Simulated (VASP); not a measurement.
Set up this calculation in VASP 6.6.1, as the native input.

```
Task                   : single point
Functional             : PBE
Dispersion             : D3(BJ)
Potentials or basis    : VASP PAW PBE potentials, release 64 (O_h, H_h, C_h)
Cutoff                 : 1000 eV
k mesh                 : 1 × 1 × 1
Occupations            : fermi-dirac, width 0.02 eV
Spin                   : no spin polarisation
Dipole correction      : no
Further INCAR settings : LREAL = Auto; ALGO = Normal; EDIFF = 1e-06; NBANDS = 39
```

The structure of H10CO6 lies in POSCAR:

```
H10CO6
1.0
    6.1962860000      0.0000000000      0.0000000000
    0.0000000000      6.1962860000      0.0000000000
    0.0000000000      0.0000000000      6.1962860000
O H C
6 10 1
Direct
    0.3627979729      0.2758749354      0.1835292948
    0.3612486577      1.0000506755      0.5495227302
    1.0937519669      0.2320099492      0.8406003209
    0.7291948758      0.9388365869      0.8081776729
    0.8100820395      0.4895997376      0.3422695466
    1.0137362930      0.7304375557      0.5264443894
    0.2517637178      0.2718079830      0.0706390893
    0.5070940883      0.2543459098      0.1211854972
    0.3601350874      1.1112301789      0.4266426695
    0.2490040001      0.8946488267      0.5063032920
    1.1851615629      0.1591598580      0.7390878988
    0.9682574368      0.1307557463      0.8589500226
    0.8194747628      0.8660187732      0.7043412780
    0.6032807395      0.9656268287      0.7166712447
    0.7027274080      0.5707935366      0.4268201952
    1.1355673382      0.5183104847      0.3189491253
    0.9966615485      0.5805897275      0.3975768710
```

These files were run (other wordings do the same):

INCAR

```
SYSTEM = H10CO6
ALGO = Normal
EDIFF = 1E-6
ENCUT = 1000
GGA = PE
GGA_COMPAT = .FALSE.
ISIF = 2
ISMEAR = -1
IVDW = 12
LASPH = .TRUE.
LCHARG = .FALSE.
LREAL = Auto
LWAVE = .FALSE.
NBANDS = 39
NELM = 120
PREC = Accurate
SIGMA = 0.02
```

KPOINTS

```
k-points
0
G
  1 1 1
  0 0 0
```

Potentials or basis: VASP PAW PBE potentials, release 64 (O_h, H_h, C_h).

Run with:

```console
$ cat potpaw_PBE.64/O_h/POTCAR potpaw_PBE.64/H_h/POTCAR potpaw_PBE.64/C_h/POTCAR > POTCAR
$ mpirun -np 1 vasp_gam > vasp.out
```

It gave:

```yaml
Pressure: 0.0 GPa
Largest_force: 1.790 eV/Å
Dispersion_energy_per_atom: -0.028 eV
```

Caveat: the k points lie up to 1.01 Å⁻¹ apart, too coarse for converged energies, forces and pressures.

Wall time 37 s on 1 thread of AMD EPYC 7R43 64-Core Processor (Zen 3), on a shared host, peak memory 0.48 GiB.
